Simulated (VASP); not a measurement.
# F2 in VASP: a series of runs, part 2 of 2

VASP 6.6.1. Earlier steps stand in the parts before.

### Step 3. Relaxation of the atoms, r2SCAN

The input, POSCAR:

```
F
1.0
    9.0000000000      0.0000000000      0.0000000000
    0.0000000000      9.5000000000      0.0000000000
    0.0000000000      0.0000000000     10.0000000000
F
2
Direct
    0.5000000000      0.5000000000      0.4290000000
    0.5000000000      0.5000000000      0.5710000000
```

The input, INCAR.step1:

```
PREC = Accurate
ENCUT = 520
ISMEAR = -1
SIGMA = 0.05
LREAL = F
LASPH = T
NELM = 80
GGA = PE
ALGO = Normal
EDIFF = 1E-4
LWAVE = T
LCHARG = F
```

The input, INCAR.step2:

```
PREC = Accurate
ENCUT = 520
EDIFF = 1E-7
ISMEAR = -1
SIGMA = 0.05
LREAL = F
LASPH = T
NELM = 80
ALGO = Normal
ISIF = 2
LWAVE = F
LCHARG = F
METAGGA = R2SCAN
LMIXTAU = T
IBRION = 2
NSW = 80
EDIFFG = -0.02
ISTART = 1
```

The input, KPOINTS:

```
regular mesh
0
Gamma
  1 1 1
```

Potentials or basis: VASP PAW PBE potentials, release 64 (F).

Started as:

```console
> cat potpaw_PBE.64/F/POTCAR > POTCAR
> cp INCAR.step1 INCAR
> mpirun -np 1 vasp_gam > vasp.out
> cp INCAR.step2 INCAR
> mpirun -np 1 vasp_gam > vasp.out
```

OUTCAR:

```text
PREC = Accurate
   ENCUT = 520
   EDIFF = 1E-7
   ISMEAR = -1
   LREAL = F
   LASPH = T
   NELM = 80
   ISIF = 2
   METAGGA = R2SCAN
   IBRION = 2
   NSW = 80
   EDIFFG = -0.02
   ISTART = 1

 ion  position               nearest neighbor table
   1  0.500  0.500  0.429-   2 1.42
   2  0.500  0.500  0.571-   1 1.42

  LATTYP: Found a simple orthorhombic cell.
 ALAT       =     9.0000000000
 B/A-ratio  =     1.0555555556
 C/A-ratio  =     1.1111111111

  Lattice vectors:

 A1 = (   9.0000000000,   0.0000000000,   0.0000000000)
 A2 = (   0.0000000000,   9.5000000000,   0.0000000000)
 A3 = (   0.0000000000,   0.0000000000,  10.0000000000)

Analysis of symmetry for initial positions (statically):
=====================================================================
 Subroutine PRICEL returns:
 Original cell was already a primitive cell.

 Routine SETGRP: Setting up the symmetry group for a
 simple orthorhombic supercell.

 Subroutine GETGRP returns: Found  8 space group operations
 (whereof  8 operations were pure point group operations)
 out of a pool of  8 trial point group operations.

The static configuration has the point symmetry D_2h.

Analysis of symmetry for dynamics (positions and initial velocities):
=====================================================================
 Subroutine PRICEL returns:
 Original cell was already a primitive cell.

 Routine SETGRP: Setting up the symmetry group for a
 simple orthorhombic supercell.

 Subroutine GETGRP returns: Found  8 space group operations
 (whereof  8 operations were pure point group operations)
 out of a pool of  8 trial point group operations.

The dynamic configuration has the point symmetry D_2h.

 Subroutine INISYM returns: Found  8 space group operations
 (whereof  8 operations are pure point group operations),
 and found     1 'primitive' translations

----------------------------------------------------------------------------------------

                                     Primitive cell

  volume of cell :     855.0000

  direct lattice vectors                    reciprocal lattice vectors
     9.000000000  0.000000000  0.000000000     0.111111111  0.000000000  0.000000000
     0.000000000  9.500000000  0.000000000     0.000000000  0.105263158  0.000000000
     0.000000000  0.000000000 10.000000000     0.000000000  0.000000000  0.100000000

  length of vectors
     9.000000000  9.500000000 10.000000000     0.111111111  0.105263158  0.100000000

  position of ions in fractional coordinates (direct lattice)
     0.500000000  0.500000000  0.429000000
     0.500000000  0.500000000  0.571000000

  ion indices of the primitive-cell ions
   primitive index   ion index
                 1           1
                 2           2

----------------------------------------------------------------------------------------

 KPOINTS: regular mesh

Automatic generation of k-mesh.
 Grid dimensions read from file:
 generate k-points for:    1    1    1

 Generating k-lattice:

  Cartesian coordinates                     Fractional coordinates (reciprocal lattice)
     0.111111111  0.000000000  0.000000000     1.000000000  0.000000000  0.000000000
     0.000000000  0.105263158  0.000000000     0.000000000  1.000000000  0.000000000
     0.000000000  0.000000000  0.100000000     0.000000000  0.000000000  1.000000000

  Length of vectors
     0.111111111  0.105263158  0.100000000

  Shift w.r.t. Gamma in fractional coordinates (k-lattice)
     0.000000000  0.000000000  0.000000000

 Subroutine IBZKPT returns following result:
 ===========================================

 Found      1 irreducible k-points:

 Following reciprocal coordinates:
            Coordinates               Weight
  0.000000  0.000000  0.000000      1.000000
   k-points           NKPTS =      1   k-points in BZ     NKDIM =      1   number of bands    NBANDS=     11
   number of dos      NEDOS =    301   number of ions     NIONS =      2
   total plane-waves  NPLWV = 403200
   dimension x,y,z NGX =    70 NGY =   72 NGZ =   80
   dimension x,y,z NGXF=   140 NGYF=  144 NGZF=  160
   ions per type =               2
   NGX,Y,Z   is equivalent  to a cutoff of  12.93, 12.60, 13.30 a.u.
   NGXF,Y,Z  is equivalent  to a cutoff of  25.86, 25.20, 26.60 a.u.
 SYSTEM =  unknown system
   PREC   = accura    normal or accurate (medium, high low for compatibility)
   ISTART =      1    job   : 0-new  1-cont  2-samecut
   ICHARG =      0    charge: 1-file 2-atom 10-const
   ISPIN  =      1    spin polarized calculation?
   LNONCOLLINEAR =      F non collinear calculations
   LSORBIT =      F    spin-orbit coupling
   LASPH  =      T    aspherical Exc in radial PAW
   ENCUT  =  520.0 eV  38.22 Ry    6.18 a.u.  16.73 17.66 18.59*2*pi/ulx,y,z
   NELM   =     80;   NELMIN=  2; NELMDL=  0     # of ELM steps
   EDIFF  = 0.1E-06   stopping-criterion for ELM
   LREAL  =      F    real-space projection
   EDIFFG = -.2E-01   stopping-criterion for IOM
   NSW    =     80    number of steps for IOM
   IBRION =      2    ionic relax: 0-MD 1-quasi-New 2-CG
   NFREE  =      1    steps in history (QN), initial steepest desc. (CG)
   ISIF   =      2    stress and relaxation
   ISYM   =      2    0-nonsym 1-usesym 2-fastsym
   POTIM  = 0.5000    time-step for ionic-motion
   TEBEG  =    0.0;   TEEND  =   0.0 temperature during run
   PSTRESS=    0.0 pullay stress
   NELECT =      14.0000    total number of electrons
   NUPDOWN=      -1.0000    fix difference up-down
   EMIN   =  10.00;   EMAX   =-10.00  energy-range for DOS
   EFERMI =   0.00;   METHOD = LEGACY
   ISMEAR =    -1;   SIGMA  =   0.05  broadening in eV -4-tet -1-fermi 0-gaus
   EFERMI_NEDOS =   21; number of points for ismear=-14 and -15
   IALGO  =     38    algorithm
   IMIX   =      4    mixing-type and parameters
     AMIX     =   0.40;   BMIX     =  1.00
     AMIX_MAG =   1.60;   BMIX_MAG =  1.00
  volume/ion in A,a.u.               =     427.50      2884.91
  Fermi-wavevector in a.u.,A,eV,Ry     =   0.415715  0.785587  2.351342  0.172819
  Thomas-Fermi vector in A             =   1.374838
   LORBIT       =      0    0 simple, 1 ext, 2 COOP (PROOUT), +10 PAW based schemes
   METAGGA = R2SCAN    functional components
   LHFCALC =     F    Hartree Fock is set to
   AEXX    =    0.0000 exact exchange contribution
   IVDW    =     0    specifies the selected vdW correction
   LEPSILON=     F    determine dielectric tensor
   LRPA    =     F    only Hartree local field effects (RPA)
 conjugate gradient relaxation of ions
 non-spin polarized calculation
  energy-cutoff  :      520.00
  volume of cell :      855.00
 maximum number of plane-waves:     11510
 NGX is ok and might be reduce to    70
   NGX = 33   NGY = 35   NGZ = 37

--------------------------------------- Ionic step        1  -------------------------------------------

 number of electron      13.9999996 magnetization

 Free energy of the ion-electron system (eV)
  ---------------------------------------------------
  ext. energy  EPLUGINS =         0.00000000
  ---------------------------------------------------
  free energy    TOTEN  =        -6.13474861 eV

  energy without entropy =       -6.13474861  energy(sigma->0) =       -6.13474861

------------------------ aborting loop because EDIFF is reached ----------------------------------------

  FORCE on cell =-STRESS in cart. coord.  units (eV):
  Direction    XX          YY          ZZ          XY          YZ          ZX
  --------------------------------------------------------------------------------------
  -------------------------------------------------------------------------------------
  Total       -0.0949320     -0.0948310     -0.6044373     -0.0000000      0.0000000      0.0000000
  in kB       -0.1778923     -0.1777031     -1.1326501     -0.0000000      0.0000000      0.0000000
  external PRESSURE =      -0.4960818 kB  Pullay stress =       0.0000000 kB
[... 57 lines left out ...]
  energy  without entropy=       -6.1243529048  energy(sigma->0) =       -6.12435290

--------------------------------------- Ionic step        3  -------------------------------------------

 number of electron      13.9999997 magnetization

 Free energy of the ion-electron system (eV)
  ---------------------------------------------------
  ext. energy  EPLUGINS =         0.00000000
  ---------------------------------------------------
  free energy    TOTEN  =        -6.13662108 eV

  energy without entropy =       -6.13662108  energy(sigma->0) =       -6.13662108

 E-fermi :  -8.5713     XC(G=0):  -0.4135

 val. band max:       -9.8386153064   @ k =   0.0000   0.0000   0.0000
 cond. band min:      -5.3530743071   @ k =   0.0000   0.0000   0.0000
 fundamental gap:      4.4855409993
 Fermi energy:        -8.5713493774

 k-point     1 :       0.0000    0.0000    0.0000
  band No.  band energies     occupation
      1     -35.5576      2.00000
      2     -29.0585      2.00000
      3     -15.5792      2.00000
      4     -13.3110      2.00000
      5     -13.3110      2.00000
      6      -9.8386      2.00000
      7      -9.8386      2.00000
      8      -5.3531      0.00000
      9       0.0309      0.00000
     10       1.5398      0.00000
     11       1.5451      0.00000
[... 27 lines left out ...]
  FREE ENERGIE OF THE ION-ELECTRON SYSTEM (eV)
  ---------------------------------------------------
  free  energy   TOTEN  =        -6.1366210779 eV

  energy  without entropy=       -6.1366210778  energy(sigma->0) =       -6.13662108

 reached required accuracy - stopping structural energy minimisation
```

OUTCAR.step1:

```text
PREC = Accurate
   ENCUT = 520
   ISMEAR = -1
   LREAL = F
   LASPH = T
   NELM = 80
[... 209 lines left out ...]
 -----------------------------------------------------------------------------------
      4.50000      4.75000      4.29000         0.000000      0.000000     -0.157417
      4.50000      4.75000      5.71000         0.000000      0.000000      0.157417
 -----------------------------------------------------------------------------------
    total drift:                                0.000000      0.000000      0.000000

  FREE ENERGIE OF THE ION-ELECTRON SYSTEM (eV)
  ---------------------------------------------------
  free  energy   TOTEN  =        -3.6179424568 eV

  energy  without entropy=       -3.6179424567  energy(sigma->0) =       -3.61794246
```

Run time: 13 min. Hardware: 1 thread of AMD EPYC 7R13, shared host; peak memory 0.9 GiB.

Results:

| Property | Result |
| --- | --- |
| Free energy | -6.1366 eV |
| Energy gained by relaxing | 0.9 meV/atom |
| Ionic steps | 3 |
| Largest force after relaxing | 0.006 eV/Å |
| Gap between the frontier levels | 4.49 eV |

Forces in eV/Å, atoms in the order of the input:
```
F    0.000  0.000 -0.006
F    0.000  0.000  0.006
```

The path:
```csv
step,energy change (eV),largest force (eV/Å),pressure (GPa)
1,0.0000,0.3552,-0.05
2,0.0104,1.0185,0.07
3,-0.0019,0.0063,-0.02
```

Final structure:
```cif
data_structure
_symmetry_space_group_name_H-M 'P 1'
_symmetry_Int_Tables_number 1
_cell_length_a 9.0000
_cell_length_b 9.5000
_cell_length_c 10.0000
_cell_angle_alpha 90.000
_cell_angle_beta 90.000
_cell_angle_gamma 90.000
_cell_volume 855.00
loop_
_atom_site_label
_atom_site_type_symbol
_atom_site_fract_x
_atom_site_fract_y
_atom_site_fract_z
_atom_site_occupancy
F1 F 0.50000 0.50000 0.42949 1
F2 F 0.50000 0.50000 0.57051 1
```

Caveat: the PAW data sets were made with another functional, which shifts forces and pressure a little.
